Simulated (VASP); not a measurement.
# Si2W (I4/mmm) in VASP: electric field gradients with PBEsol

Aim: the electric field gradients of Si2W with PBEsol.

Everything below comes from runs of VASP 6.6.1. Logs are shortened: lines on timing, memory, paths and dates and some standing lists are left out, and cuts for length are marked.

### 1 The cell of the first run

The structure is tetragonal, space group I4/mmm (No. 139). Conventional cell: a = 3.214 Å, b = 3.214 Å, c = 7.830 Å, α = 90.00°, β = 90.00°, γ = 90.00°. Within 3.4 Å of Si (site symmetry 4mm) lie 9 Si at 2.59 to 3.21 Å and 5 W at 2.62 Å. W (site symmetry 4/mmm) has 10 Si at 2.62 Å and 4 W at 3.21 Å within 3.5 Å.

### 2 Electric field gradients, PBEsol

Input file INCAR:

```
SYSTEM = Si2W
PREC = Accurate
ENCUT = 520
EDIFF = 1E-8
ISMEAR = -1
SIGMA = 0.05
LREAL = .FALSE.
LASPH = .TRUE.
NELM = 80
ALGO = Normal
ISIF = 2
LWAVE = .FALSE.
LCHARG = .FALSE.
GGA = PS
LEFG = .TRUE.
NBANDS = 18
```

Input file KPOINTS:

```
regular mesh
0
G
  20 20 20
  0 0 0
```

Input file POSCAR:

```
Si2W
1.0
   -1.6069000000      1.6069000000      3.9149500000
    1.6069000000     -1.6069000000      3.9149500000
    1.6069000000      1.6069000000     -3.9149500000
Si W
2 1
Direct
    0.3343886318      0.3343886318      0.0000000000
    0.6656113682      0.6656113682      0.0000000000
    0.0000000000      0.0000000000      0.0000000000
```

Potentials or basis: VASP PAW PBE potentials, release 64 (Si, W_sv).

Started as:

```
$ cat potpaw_PBE.64/Si/POTCAR potpaw_PBE.64/W_sv/POTCAR > POTCAR
$ mpirun -np 1 vasp_std > vasp.out
```

OUTCAR:

```text
SYSTEM = Si2W
   PREC = Accurate
   ENCUT = 520
   EDIFF = 1E-8
   ISMEAR = -1
   LREAL = .FALSE.
   LASPH = .TRUE.
   NELM = 80
   ISIF = 2
   GGA = PS

 ion  position               nearest neighbor table
   1  0.334  0.334  0.000-   2 2.59   3 2.62   3 2.62   3 2.62   3 2.62   3 2.62   2 2.63   2 2.63
                             2 2.63   2 2.63
   2  0.666  0.666  0.000-   1 2.59   3 2.62   3 2.62   3 2.62   3 2.62   3 2.62   1 2.63   1 2.63
                             1 2.63   1 2.63
   3  0.000  0.000  0.000-   2 2.62   2 2.62   2 2.62   1 2.62   2 2.62   1 2.62   1 2.62   1 2.62
                             1 2.62   2 2.62

  LATTYP: Found a body centered tetragonal cell.
 ALAT       =     3.2138000000
 C/A-ratio  =     2.4363370465

  Lattice vectors:

 A1 = (  -1.6069000000,   1.6069000000,   3.9149500000)
 A2 = (   1.6069000000,  -1.6069000000,   3.9149500000)
 A3 = (   1.6069000000,   1.6069000000,  -3.9149500000)

Analysis of symmetry for initial positions (statically):
=====================================================================
 Subroutine PRICEL returns:
 Original cell was already a primitive cell.

 Routine SETGRP: Setting up the symmetry group for a
 body centered tetragonal supercell.

 Subroutine GETGRP returns: Found 16 space group operations
 (whereof 16 operations were pure point group operations)
 out of a pool of 16 trial point group operations.

The static configuration has the point symmetry D_4h.

Analysis of symmetry for dynamics (positions and initial velocities):
=====================================================================
 Subroutine PRICEL returns:
 Original cell was already a primitive cell.

 Routine SETGRP: Setting up the symmetry group for a
 body centered tetragonal supercell.

 Subroutine GETGRP returns: Found 16 space group operations
 (whereof 16 operations were pure point group operations)
 out of a pool of 16 trial point group operations.

The dynamic configuration has the point symmetry D_4h.

 Subroutine INISYM returns: Found 16 space group operations
 (whereof 16 operations are pure point group operations),
 and found     1 'primitive' translations

----------------------------------------------------------------------------------------
[... 138 lines left out ...]
  ---------------------------------------------------
  free energy    TOTEN  =       -26.63932433 eV

  energy without entropy =      -26.63730236  energy(sigma->0) =      -26.63831334

 E-fermi :  11.8431     XC(G=0): -12.6063

 val. band max:       11.8418230138   @ k =   0.5000   0.5000   0.3000
 cond. band min:      11.8475645112   @ k =  -0.1500  -0.2500   0.1500
 fundamental gap:      0.0057414974
 Fermi energy:        11.8431304430

 k-point     1 :       0.0000    0.0000    0.0000
  band No.  band energies     occupation
      1     -61.9464      2.00000
      2     -26.2127      2.00000
      3     -26.1879      2.00000
      4     -26.1879      2.00000
      5      -2.2126      2.00000
      6       5.0060      2.00000
[... 481 lines left out ...]
      5      -0.0704      2.00000
      6       3.9551      2.00000
[... 10 lines left out ...]
     17      19.1071      0.00000
     18      20.3691      0.00000

 [... further k-points ...]

------------------------ aborting loop because EDIFF is reached ----------------------------------------

  FORCE on cell =-STRESS in cart. coord.  units (eV):
  Direction    XX          YY          ZZ          XY          YZ          ZX
  --------------------------------------------------------------------------------------
  -------------------------------------------------------------------------------------
  Total       -0.4585867     -0.4585867     -0.3628775      0.0000000      0.0000000      0.0000000
  in kB      -18.1705531    -18.1705531    -14.3782723      0.0000000      0.0000000      0.0000000
  external PRESSURE =     -16.9064595 kB  Pullay stress =       0.0000000 kB

 VOLUME and BASIS-vectors are now :
 -----------------------------------------------------------------------------
  energy-cutoff  :      520.00
  volume of cell :       40.44
      direct lattice vectors                 reciprocal lattice vectors
    -1.606900000  1.606900000  3.914950000     0.000000000  0.311158131  0.127715552
     1.606900000 -1.606900000  3.914950000     0.311158131  0.000000000  0.127715552
     1.606900000  1.606900000 -3.914950000     0.311158131  0.311158131  0.000000000

 POSITION                                       TOTAL-FORCE (eV/Angst)
 -----------------------------------------------------------------------------------
      0.00000      0.00000      2.61823         0.000000      0.000000      0.039767
      0.00000      0.00000      5.21167        -0.000000     -0.000000     -0.039767
      0.00000      0.00000      0.00000        -0.000000     -0.000000     -0.000000
 -----------------------------------------------------------------------------------
    total drift:                               -0.000000      0.000000     -0.000000

  FREE ENERGIE OF THE ION-ELECTRON SYSTEM (eV)
  ---------------------------------------------------
  free  energy   TOTEN  =       -26.6393243274 eV

  energy  without entropy=      -26.6373023556  energy(sigma->0) =      -26.63831334

 Electric field gradients (V/A^2)
---------------------------------------------------------------------
 ion       V_xx      V_yy      V_zz      V_xy      V_xz      V_yz
---------------------------------------------------------------------
   1       4.886     4.886    -9.771    -0.000    -0.000    -0.000
   2       4.886     4.886    -9.771    -0.000    -0.000    -0.000
   3      71.260    71.260  -142.521     0.000    -0.000    -0.000
---------------------------------------------------------------------

 Electric field gradients after diagonalization (V/A^2)
 (convention: |V_zz| > |V_xx| > |V_yy|)
----------------------------------------------------------------------
 ion       V_xx      V_yy      V_zz     asymmetry (V_yy - V_xx)/ V_zz
----------------------------------------------------------------------
   1       4.886     4.886    -9.771       0.000
   2       4.886     4.886    -9.771       0.000
   3      71.261    71.260  -142.521       0.000
----------------------------------------------------------------------

           NMR quadrupolar parameters

 Cq : quadrupolar parameter    Cq=e*Q*V_zz/h
 eta: asymmetry parameters     (V_yy - V_xx)/ V_zz
 Q  : nuclear electric quadrupole moment in mb (millibarn)
----------------------------------------------------------------------
 ion       Cq(MHz)       eta       Q (mb)
----------------------------------------------------------------------
   1      -0.024       0.000       1.000
   2      -0.024       0.000       1.000
   3      -0.345       0.000       1.000
----------------------------------------------------------------------
```

OSZICAR:

```text
N       E                     dE             d eps       ncg     rms          rms(c)
DAV:   1     0.128530337412E+03    0.12853E+03   -0.10874E+04 23076   0.124E+03
DAV:   2    -0.230445306866E+02   -0.15157E+03   -0.14785E+03 26386   0.321E+02
DAV:   3    -0.274854858839E+02   -0.44410E+01   -0.43825E+01 28710   0.494E+01
DAV:   4    -0.275246119853E+02   -0.39126E-01   -0.39057E-01 27580   0.485E+00
DAV:   5    -0.275250178941E+02   -0.40591E-03   -0.40588E-03 27412   0.529E-01    0.260E+01
DAV:   6    -0.267616393353E+02    0.76338E+00   -0.32939E+00 24876   0.129E+01    0.909E+00
DAV:   7    -0.266654541843E+02    0.96185E-01   -0.22935E-01 24696   0.268E+00    0.457E+00
DAV:   8    -0.266400287831E+02    0.25425E-01   -0.46604E-02 26148   0.163E+00    0.321E-01
DAV:   9    -0.266394814612E+02    0.54732E-03   -0.10229E-03 26540   0.261E-01    0.189E-01
DAV:  10    -0.266393303059E+02    0.15116E-03   -0.26738E-04 27454   0.142E-01    0.424E-02
DAV:  11    -0.266393247165E+02    0.55894E-05   -0.33047E-05 26318   0.417E-02    0.183E-02
DAV:  12    -0.266393249218E+02   -0.20528E-06   -0.15033E-06 27034   0.786E-03    0.443E-03
DAV:  13    -0.266393243689E+02    0.55284E-06   -0.36679E-07 25960   0.537E-03    0.775E-04
DAV:  14    -0.266393243271E+02    0.41802E-07   -0.11003E-08 15584   0.978E-04    0.236E-04
DAV:  15    -0.266393243274E+02   -0.22192E-09   -0.20439E-09 12800   0.464E-04
   1 F= -.26639324E+02 E0= -.26638313E+02  d E =-.202197E-02
```

Run time: 9.7 min. Hardware: 1 thread of Intel Xeon 8259CL, shared host; peak memory 0.56 GiB.

What came out:

- Free energy: -26.6393 eV
- Pressure: -1.7 GPa
- Largest force: 0.040 eV/Å
- Band gap on the k mesh: zero (bands 11 and 12 overlap by 1.31 eV)
- Largest electric field gradient by atom: Si -9.8; W -142.5 V/Å²

Forces in eV/Å, atoms in the order of the input:
```
Si   0.000  0.000  0.040
Si   0.000  0.000 -0.040
W    0.000  0.000  0.000
```

Levels at points of the mesh, in eV from the Fermi level:
```
           k point  band 7  band 8  band 9  band 10  band 11  band 12  band 13  band 14  band 15  band 16
(0.00, 0.00, 0.00)   -3.70   -3.33   -2.83    -2.83     0.63     2.77     2.91     3.12     3.12     4.63
(0.50, 0.00, 0.00)   -5.73   -4.83   -2.77    -2.76    -0.43     2.70     2.81     3.98     4.44     5.11
(0.50, 0.50, 0.00)   -5.99   -5.46   -5.01    -3.24    -1.73     2.82     2.97     3.13     3.91     4.34
(0.50, 0.50, 0.50)   -3.85   -2.59   -0.82    -0.82    -0.49    -0.49     0.81     4.53     4.91     6.13
```

Electric field gradients, principal values (V/Å²):
```tsv
atom	least	middle	greatest (by size)
1 Si	4.886	4.886	-9.771
2 Si	4.886	4.886	-9.771
3 W	71.260	71.261	-142.521
```

Caveat: without QUAD_EFG the Cq values of the log hold for a quadrupole moment of 1 mb, not for the nuclei; the PAW data sets were made with another functional, which shifts forces and pressure a little; spin-orbit coupling is left out, which moves the levels of the heavy elements.
